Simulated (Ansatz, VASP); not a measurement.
Pt in VASP and in Ansatz

The input POSCAR:

```
Pt
1.0
    0.0000000000      1.9314386481      1.9314386481
    1.9314386481      0.0000000000      1.9314386481
    1.9314386481      1.9314386481      0.0000000000
Pt
1
Direct
    0.0000000000      0.0000000000      0.0000000000
```

Contents of INCAR.step1:

```
PREC = Accurate
ENCUT = 520
ISMEAR = -1
SIGMA = 0.03
LREAL = F
LASPH = T
NELM = 60
NBANDS = 11
GGA = PE
ALGO = Normal
EDIFF = 1E-4
LWAVE = T
LCHARG = F
```

File INCAR.step2:

```
PREC = Accurate
ENCUT = 520
EDIFF = 1E-8
ISMEAR = -1
SIGMA = 0.03
LREAL = F
LASPH = T
NELM = 60
ALGO = Normal
ISIF = 2
LWAVE = F
LCHARG = F
METAGGA = R2SCAN
LMIXTAU = T
IVDW = 12
VDW_S6 = 1.0
VDW_S8 = 0.78981345
VDW_A1 = 0.49484001
VDW_A2 = 5.73083694
LEFG = T
NBANDS = 11
ISTART = 1
```

KPOINTS

```
Automatic mesh
0
Gamma
  27 27 27
```

Input for Ansatz:

```yaml
crystal:
  lattice:
    - [0.0, 1.9314386481, 1.9314386481]
    - [1.9314386481, 0.0, 1.9314386481]
    - [1.9314386481, 1.9314386481, 0.0]
  atoms:
    - { symbol: Pt, position: [0.0, 0.0, 0.0] }
kpoints:
  mp_grid: { grid: [27, 27, 27] }
scf:
  occupations: { method: fermi_dirac, width: 0.03 }
hamiltonian:
  xc: r2scan
  pseudopotentials: { kind: paw }
  dispersion: d3bj
output:
  forces: true
  stress: true
  eigenvalues: true
  efg: { contact_densities: true }
  write_density: true
  write_potential: true
  elf: true
  volumetric_format: npy
```

Alike in both runs: task electric field gradients; functional r2SCAN; dispersion D3(BJ); k mesh 27 × 27 × 27; occupations fermi-dirac, width 0.03 eV; no spin polarisation.

|  | VASP | Ansatz |
| --- | --- | --- |
| version | VASP 6.6.1 | Ansatz 0.2.0 |
| potentials or method | VASP PAW PBE potentials, release 64 (Pt) | PAW with Ansatz's default frozen-core files, scalar-relativistic |
| plane-wave cutoff (eV) | 520 | 500 |
| valence electrons in the cell | 10 | 18 |

```tsv
	VASP	Ansatz	Ansatz less VASP
gap on the k mesh at the Fermi level (eV)	none	none	-
pressure (GPa)	15.6	14.6	-1.07
```

VASP's potentials were made for PBE, not for r2SCAN. A gap of «none» marks a metal or a gap that the smearing closes. VASP's potentials hold 10 valence electrons a cell and Ansatz's 18, so a difference there can come from the potentials and not from the codes. Ansatz's warnings: dispersion damping borrowed.

Neither program's run includes spin-orbit coupling.
